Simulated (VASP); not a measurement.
A run of VASP 6.6.1:

The input INCAR:

```
PREC = Accurate
ENCUT = 520
EDIFF = 1E-7
ISMEAR = 0
SIGMA = 0.15
LREAL = False
LASPH = True
NELM = 60
ALGO = Normal
ISIF = 2
LWAVE = False
LCHARG = False
GGA = PS
NBANDS = 12
```

The input KPOINTS:

```
regular mesh
0
Gamma
  20 20 20
```

File POSCAR:

```
Ti
1.0
   -1.6410000000      1.6410000000      1.5097200000
    1.6410000000     -1.6410000000      1.5097200000
    1.6410000000      1.6410000000     -1.5097200000
Ti
1
Direct
    0.0000000000      0.0000000000      0.0000000000
```

Potentials or basis: VASP PAW PBE potentials, release 64 (Ti_sv).

Run with:

```bash
$ cat potpaw_PBE.64/Ti_sv/POTCAR > POTCAR
$ mpirun -np 1 vasp_std > vasp.out
```

Hardware: 1 thread of Intel Xeon 8259CL, with other jobs on the host.

Estimate the wall time of this run.

Wall time 3.2 min on 1 thread of Intel Xeon 8259CL (shared host), peak memory 0.24 GiB. Counts: scf iterations 14, k points 641.
